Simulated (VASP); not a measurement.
A run of VASP 6.6.1:

The input INCAR:

```
SYSTEM = NaF
PREC = Accurate
ENCUT = 520
EDIFF = 1E-6
ISMEAR = 0
SIGMA = 0.01
LREAL = .FALSE.
LASPH = .TRUE.
NELM = 60
ALGO = Normal
ISIF = 2
LWAVE = .FALSE.
LCHARG = .FALSE.
GGA = PE
NBANDS = 14
```

Contents of KPOINTS:

```
regular mesh
0
G
  8 8 8
  0 0 0
```

POSCAR

```
NaF
1.0
    0.0000000000      2.3265557078      2.3265557078
    2.3265557078      0.0000000000      2.3265557078
    2.3265557078      2.3265557078      0.0000000000
Na F
1 1
Direct
    0.0000000000      0.0000000000      0.0000000000
    0.5000000000      0.5000000000      0.5000000000
```

Potentials or basis: VASP PAW PBE potentials, release 64 (Na_pv, F).

Run with:

```console
$ cat potpaw_PBE.64/Na_pv/POTCAR potpaw_PBE.64/F/POTCAR > POTCAR
$ mpirun -np 1 vasp_std > vasp.out
```

Hardware: 1 thread of Intel Xeon 6975P-C, with other jobs on the host.

Question: How long does it take, and how much memory?

Answer: It took 12 s on 1 thread of Intel Xeon 6975P-C (shared host), peak memory 0.13 GiB. Counts: scf iterations 12, k points 29.
